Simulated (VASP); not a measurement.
# Hf (P6/mmm) in VASP: a series of runs, part 3 of 3

VASP 6.6.1. Earlier steps stand in the parts before.

## Step 5: Single point, BLYP (volume scaled by 0.96)

INCAR

```
  PREC = Accurate
  ENCUT = 520
  EDIFF = 1E-6
  ISMEAR = -1
  SIGMA = 0.1
  LREAL = False
  LASPH = True
  NELM = 100
  ALGO = Normal
  ISIF = 2
  LWAVE = False
  LCHARG = False
  GGA = B5
  ALDAX = 1.0
  AGGAX = 1.0
  AGGAC = 1.0
  ALDAC = 0.0
  NBANDS = 22
```

KPOINTS

```
Automatic mesh
0
Gamma
  8 8 11
```

POSCAR

```
Hf
1.0
    4.9703046900      0.0000000000      0.0000000000
   -2.4851523450      4.3044101261      0.0000000000
    0.0000000000      0.0000000000      3.0881792465
Hf
3
Direct
    1.0000000000      0.0000000000      0.0000000000
    0.3333333333      0.6666666667      0.5000000000
    0.6666666667      0.3333333333      0.5000000000
```

Potentials or basis: VASP PAW PBE potentials, release 64 (Hf_pv).

Run with:

```bash
> cat potpaw_PBE.64/Hf_pv/POTCAR > POTCAR
> mpirun -np 1 vasp_std > vasp.out
```

OUTCAR:

```text
PREC = Accurate
   ENCUT = 520
   EDIFF = 1E-6
   ISMEAR = -1
   LREAL = False
   LASPH = True
   NELM = 100
   ISIF = 2
   GGA = B5

 ion  position               nearest neighbor table
   1  0.000  0.000  0.000-   2 3.26   3 3.26   2 3.26   3 3.26   3 3.26   3 3.26   2 3.26   2 3.26
                             3 3.26   3 3.26   2 3.26   2 3.26
   2  0.333  0.667  0.500-   3 2.87   3 2.87   3 2.87   1 3.26   1 3.26   1 3.26   1 3.26   1 3.26
                             1 3.26
   3  0.667  0.333  0.500-   2 2.87   2 2.87   2 2.87   1 3.26   1 3.26   1 3.26   1 3.26   1 3.26
                             1 3.26

  LATTYP: Found a hexagonal cell.
 ALAT       =     4.9703046900
 C/A-ratio  =     0.6213259426

  Lattice vectors:

 A1 = (   4.9703046900,   0.0000000000,   0.0000000000)
 A2 = (  -2.4851523450,   4.3044101261,   0.0000000000)
 A3 = (   0.0000000000,   0.0000000000,   3.0881792465)

Analysis of symmetry for initial positions (statically):
=====================================================================
 Subroutine PRICEL returns:
 Original cell was already a primitive cell.

 Routine SETGRP: Setting up the symmetry group for a
 hexagonal supercell.

 Subroutine GETGRP returns: Found 24 space group operations
 (whereof 24 operations were pure point group operations)
 out of a pool of 24 trial point group operations.

The static configuration has the point symmetry D_6h.

Analysis of symmetry for dynamics (positions and initial velocities):
=====================================================================
 Subroutine PRICEL returns:
 Original cell was already a primitive cell.

 Routine SETGRP: Setting up the symmetry group for a
 hexagonal supercell.

 Subroutine GETGRP returns: Found 24 space group operations
 (whereof 24 operations were pure point group operations)
 out of a pool of 24 trial point group operations.

The dynamic configuration has the point symmetry D_6h.

 Subroutine INISYM returns: Found 24 space group operations
 (whereof 24 operations are pure point group operations),
 and found     1 'primitive' translations

----------------------------------------------------------------------------------------

                                     Primitive cell

  volume of cell :      66.0692

  direct lattice vectors                    reciprocal lattice vectors
     4.970304690  0.000000000  0.000000000     0.201194909  0.116159935  0.000000000
    -2.485152345  4.304410126  0.000000000     0.000000000  0.232319870  0.000000000
     0.000000000  0.000000000  3.088179247     0.000000000  0.000000000  0.323815401

  length of vectors
     4.970304690  4.970304690  3.088179247     0.232319870  0.232319870  0.323815401

  position of ions in fractional coordinates (direct lattice)
     0.000000000  0.000000000  0.000000000
     0.333333333  0.666666667  0.500000000
     0.666666667  0.333333333  0.500000000

  ion indices of the primitive-cell ions
   primitive index   ion index
                 1           1
                 2           2
                 3           3

----------------------------------------------------------------------------------------

 KPOINTS: Automatic mesh

Automatic generation of k-mesh.
 Grid dimensions read from file:
 generate k-points for:    8    8   11

 Generating k-lattice:

  Cartesian coordinates                     Fractional coordinates (reciprocal lattice)
     0.025149364  0.014519992  0.000000000     0.125000000  0.000000000  0.000000000
     0.000000000  0.029039984  0.000000000     0.000000000  0.125000000  0.000000000
     0.000000000  0.000000000  0.029437764     0.000000000  0.000000000  0.090909091

  Length of vectors
     0.029039984  0.029039984  0.029437764

  Shift w.r.t. Gamma in fractional coordinates (k-lattice)
     0.000000000  0.000000000  0.000000000

 Subroutine IBZKPT returns following result:
 ===========================================

 Found     60 irreducible k-points:

 Following reciprocal coordinates:
            Coordinates               Weight
  0.000000  0.000000  0.000000      1.000000
  0.125000 -0.000000  0.000000      6.000000
  0.250000 -0.000000  0.000000      6.000000
  0.375000 -0.000000  0.000000      6.000000
  0.500000 -0.000000  0.000000      3.000000
  0.125000  0.125000  0.000000      6.000000
[... 16 lines left out ...]
  0.250000 -0.000000  0.181818     12.000000
  0.375000 -0.000000  0.181818     12.000000
 [... further k-points ...]
   k-points           NKPTS =     60   k-points in BZ     NKDIM =     60   number of bands    NBANDS=     22
   number of dos      NEDOS =    301   number of ions     NIONS =      3
   total plane-waves  NPLWV =  38400
   dimension x,y,z NGX =    40 NGY =   40 NGZ =   24
   dimension x,y,z NGXF=    80 NGYF=   80 NGZF=   48
   ions per type =               3
   NGX,Y,Z   is equivalent  to a cutoff of  13.38, 13.38, 12.92 a.u.
   NGXF,Y,Z  is equivalent  to a cutoff of  26.76, 26.76, 25.84 a.u.
 SYSTEM =  unknown system
   PREC   = accura    normal or accurate (medium, high low for compatibility)
   ISTART =      0    job   : 0-new  1-cont  2-samecut
   ICHARG =      2    charge: 1-file 2-atom 10-const
   ISPIN  =      1    spin polarized calculation?
   LNONCOLLINEAR =      F non collinear calculations
   LSORBIT =      F    spin-orbit coupling
   LASPH  =      T    aspherical Exc in radial PAW
   ENCUT  =  520.0 eV  38.22 Ry    6.18 a.u.   9.24  9.24  5.74*2*pi/ulx,y,z
   NELM   =    100;   NELMIN=  2; NELMDL= -5     # of ELM steps
   EDIFF  = 0.1E-05   stopping-criterion for ELM
   LREAL  =      F    real-space projection
   EDIFFG = 0.1E-04   stopping-criterion for IOM
   NSW    =      0    number of steps for IOM
   IBRION =     -1    ionic relax: 0-MD 1-quasi-New 2-CG
   NFREE  =      0    steps in history (QN), initial steepest desc. (CG)
   ISIF   =      2    stress and relaxation
   ISYM   =      2    0-nonsym 1-usesym 2-fastsym
   POTIM  = 0.5000    time-step for ionic-motion
   TEBEG  =    0.0;   TEEND  =   0.0 temperature during run
   PSTRESS=    0.0 pullay stress
   NELECT =      30.0000    total number of electrons
   NUPDOWN=      -1.0000    fix difference up-down
   EMIN   =  10.00;   EMAX   =-10.00  energy-range for DOS
   EFERMI =   0.00;   METHOD = LEGACY
   ISMEAR =    -1;   SIGMA  =   0.10  broadening in eV -4-tet -1-fermi 0-gaus
   EFERMI_NEDOS =   21; number of points for ismear=-14 and -15
   IALGO  =     38    algorithm
   IMIX   =      4    mixing-type and parameters
     AMIX     =   0.40;   BMIX     =  1.00
     AMIX_MAG =   1.60;   BMIX_MAG =  1.00
  volume/ion in A,a.u.               =      22.02       148.62
  Fermi-wavevector in a.u.,A,eV,Ry     =   1.258294  2.377831 21.542163  1.583304
  Thomas-Fermi vector in A             =   2.391911
   LORBIT       =      0    0 simple, 1 ext, 2 COOP (PROOUT), +10 PAW based schemes
   GGA     = B5    functional components
   LHFCALC =     F    Hartree Fock is set to
   AEXX    =    0.0000 exact exchange contribution
   IVDW    =     0    specifies the selected vdW correction
   LEPSILON=     F    determine dielectric tensor
   LRPA    =     F    only Hartree local field effects (RPA)
 non-spin polarized calculation
  energy-cutoff  :      520.00
  volume of cell :       66.07
 maximum number of plane-waves:      1800
 NGX is ok and might be reduce to    40
   NGX = 19   NGY = 19   NGZ = 11

 number of electron      30.0000003 magnetization

 Free energy of the ion-electron system (eV)
  ---------------------------------------------------
  ext. energy  EPLUGINS =         0.00000000
  ---------------------------------------------------
  free energy    TOTEN  =       -25.72808568 eV

  energy without entropy =      -25.63850268  energy(sigma->0) =      -25.68329418

 E-fermi :   5.3525     XC(G=0): -10.7733

 val. band max:        5.2945807987   @ k =   0.3750   0.1250   0.3636
 cond. band min:       5.3535959867   @ k =   0.2500   0.1250   0.0909
 fundamental gap:      0.0590151880
 Fermi energy:         5.3524814667

 k-point     1 :       0.0000    0.0000    0.0000
  band No.  band energies     occupation
      1     -25.2974      2.00000
      2     -25.2974      2.00000
      3     -25.2155      2.00000
      4     -25.2155      2.00000
      5     -24.8722      2.00000
      6     -24.6037      2.00000
[... 574 lines left out ...]
      6     -24.7435      2.00000
[... 14 lines left out ...]
     21       8.5141      0.00000
     22       9.0817      0.00000

 [... further k-points ...]

------------------------ aborting loop because EDIFF is reached ----------------------------------------

  FORCE on cell =-STRESS in cart. coord.  units (eV):
  Direction    XX          YY          ZZ          XY          YZ          ZX
  --------------------------------------------------------------------------------------
  -------------------------------------------------------------------------------------
  Total        1.8356945      1.8356945      1.9258471      0.0000000      0.0000000      0.0000000
  in kB       44.5155588     44.5155588     46.7017582      0.0000000      0.0000000      0.0000000
  external PRESSURE =      45.2442920 kB  Pullay stress =       0.0000000 kB

 VOLUME and BASIS-vectors are now :
 -----------------------------------------------------------------------------
  energy-cutoff  :      520.00
  volume of cell :       66.07
      direct lattice vectors                 reciprocal lattice vectors
     4.970304690  0.000000000  0.000000000     0.201194909  0.116159935  0.000000000
    -2.485152345  4.304410126  0.000000000     0.000000000  0.232319870  0.000000000
     0.000000000  0.000000000  3.088179247     0.000000000  0.000000000  0.323815401

 POSITION                                       TOTAL-FORCE (eV/Angst)
 -----------------------------------------------------------------------------------
      0.00000      0.00000      0.00000        -0.000000      0.000000     -0.000000
     -0.00000      2.86961      1.54409        -0.000000     -0.000000     -0.000000
      2.48515      1.43480      1.54409         0.000000      0.000000      0.000000
 -----------------------------------------------------------------------------------
    total drift:                                0.000000     -0.000000      0.000000

  FREE ENERGIE OF THE ION-ELECTRON SYSTEM (eV)
  ---------------------------------------------------
  free  energy   TOTEN  =       -25.7280856832 eV

  energy  without entropy=      -25.6385026776  energy(sigma->0) =      -25.68329418
```

stdout:

```text
POSCAR found type information on POSCAR Hf
 POSCAR found :  1 types and       3 ions
 scaLAPACK will be used
 -----------------------------------------------------------------------------
|                                                                             |
|                                                                             |
|     You enforced a specific xc type in the INCAR file but a different       |
|     I HOPE YOU KNOW WHAT YOU ARE DOING!                                     |
|                                                                             |
 -----------------------------------------------------------------------------

 LDA part: xc-table for (Slater(with rela. corr.)+VWN5), standard interpolation
 POSCAR, INCAR and KPOINTS ok, starting setup
 FFT: planning ... GRIDC
 FFT: planning ... GRID_SOFT
 FFT: planning ... GRID
 WAVECAR not read
 entering main loop
```

Wall time 37 s (1 thread of Intel Xeon 6975P-C (Granite Rapids), shared host); peak memory 0.22 GiB.

Results:

- Free energy: -25.7281 eV
- Pressure: 4.5 GPa
- Band gap on the k mesh: zero (band 15 reaches 5.73 eV, above the bottom of band 16 at 4.82 eV)

Caveat: the PAW data sets were made with another functional, which shifts forces and pressure a little; spin-orbit coupling is left out, which moves the levels of the heavy elements.

## Step 6: Single point, BLYP

INCAR

```
AGGAC    = 1.0          
AGGAX    = 1.0          
ALDAC    = 0.0          
ALDAX    = 1.0          
ALGO     = Normal         # electronic algorithm
EDIFF    = 1E-6           # SCF threshold, eV
ENCUT    = 520            # plane-wave cutoff, eV
GGA      = B5             # functional
ISIF     = 2              # what is computed and relaxed
ISMEAR   = -1             # smearing method
LASPH    = T              # aspherical terms in the spheres
LCHARG   = F              # write CHGCAR
LREAL    = F              # projectors in reciprocal space
LWAVE    = F              # write WAVECAR
NBANDS   = 22             # bands
NELM     = 80             # most SCF steps
PREC     = Accurate       # precision mode
SIGMA    = 0.1            # smearing width, eV
```

KPOINTS

```
k-points
0
Gamma
  8 8 11
```

POSCAR

```
Hf
1.0
    5.0383995173      0.0000000000      0.0000000000
   -2.5191997586      4.3633819764      0.0000000000
    0.0000000000      0.0000000000      3.1304883293
Hf
3
Direct
    1.0000000000      0.0000000000      0.0000000000
    0.3333333333      0.6666666667      0.5000000000
    0.6666666667      0.3333333333      0.5000000000
```

Potentials or basis: VASP PAW PBE potentials, release 64 (Hf_pv).

Run with:

```bash
> cat potpaw_PBE.64/Hf_pv/POTCAR > POTCAR
> mpirun -np 1 vasp_std > vasp.out
```

It took 38 s on 1 thread of Intel Xeon 6975P-C (Granite Rapids), shared host; peak memory 0.22 GiB.

It converged, with:

| Property | Result |
| --- | --- |
| Free energy | -25.7663 eV |
| Pressure | 0.0 GPa |
| Band gap on the k mesh | zero (band 15 reaches 5.43 eV, above the bottom of band 16 at 4.53 eV) |

Stress tensor (GPa, compression positive):
```
-0.02  0.00  0.00
 0.00 -0.02  0.00
 0.00  0.00  0.17
```

Levels at points of the mesh, in eV from the Fermi level:
```
           k point  band 13  band 14  band 15  band 16  band 17  band 18
(0.00, 0.00, 0.00)    -0.58    -0.58    -0.54    -0.54     1.00     1.98
(0.50, 0.00, 0.00)    -0.42    -0.40    -0.36     0.18     0.80     1.14
```

Caveat: the PAW data sets were made with another functional, which shifts forces and pressure a little; spin-orbit coupling is left out, which moves the levels of the heavy elements.

## Step 7: Overview

```csv
cell,k mesh,gap on the mesh (eV),pressure (GPa)
"a = 5.038, b = 5.038, c = 3.130 Å, angles 90.0, 90.0, 120.0°, 3 atoms",7 × 7 × 10,none,0.0
"a = 4.828, b = 4.828, c = 3.000 Å, angles 90.0, 90.0, 120.0°, 3 atoms",8 × 8 × 11,none,16.5
"a = 4.900, b = 4.900, c = 3.045 Å, angles 90.0, 90.0, 120.0°, 3 atoms",8 × 8 × 11,none,9.9
"a = 4.970, b = 4.970, c = 3.088 Å, angles 90.0, 90.0, 120.0°, 3 atoms",8 × 8 × 11,none,4.5
"a = 5.038, b = 5.038, c = 3.130 Å, angles 90.0, 90.0, 120.0°, 3 atoms",8 × 8 × 11,none,0.0
```

Alike in all rows: task single point; level BLYP; potentials or basis VASP PAW PBE potentials, release 64 (Hf_pv); no spin polarisation; cutoff (eV) 520; smearing fermi-dirac 0.1 eV.

Caveats: the PAW data sets were made with another functional, which shifts forces and pressure a little; spin-orbit coupling is left out, which moves the levels of the heavy elements.

Absolute energies hang on the potentials; compare differences alone.
